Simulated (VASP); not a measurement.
Input of a VASP 6.6.1 run:

File INCAR:

```
PREC     = Accurate       # precision mode
ENCUT    = 520            # plane-wave cutoff, eV
EDIFF    = 1E-7           # SCF threshold, eV
ISMEAR   = -1             # smearing method
SIGMA    = 0.05           # smearing width, eV
LREAL    = False          # projectors in reciprocal space
LASPH    = True           # aspherical terms in the spheres
NELM     = 80             # most SCF steps
ALGO     = Normal         # electronic algorithm
ISIF     = 2              # what is computed and relaxed
LWAVE    = False          # write WAVECAR
LCHARG   = True           # write CHGCAR
GGA      = PS             # functional
LELF     = True           # ELF
LVHAR    = True         
NBANDS   = 18             # bands
```

Contents of KPOINTS:

```
regular mesh
0
Gamma
  7 7 7
```

The input POSCAR:

```
BiTe
1.0
    2.4387526627      1.4080145063      3.3392614156
   -2.4387526627      1.4080145063      3.3392614156
    0.0000000000     -2.8160290126      3.3392614156
Bi Te
1 1
Direct
    0.5000000000      0.5000000000      0.5000000000
    0.0000000000      0.0000000000      0.0000000000
```

Potentials or basis: VASP PAW PBE potentials, release 64 (Bi_d, Te).

Launch:

```bash
$ cat potpaw_PBE.64/Bi_d/POTCAR potpaw_PBE.64/Te/POTCAR > POTCAR
$ mpirun -np 1 vasp_std > vasp.out
```

Problem. Estimate the pressure.

Solution. -3.2 GPa.

Stress tensor (GPa, compression positive):
```
-3.32  0.00  0.00
 0.00 -3.32  0.00
 0.00  0.00 -2.90
```

Caveat: the PAW data sets were made with another functional, which shifts forces and pressure a little.
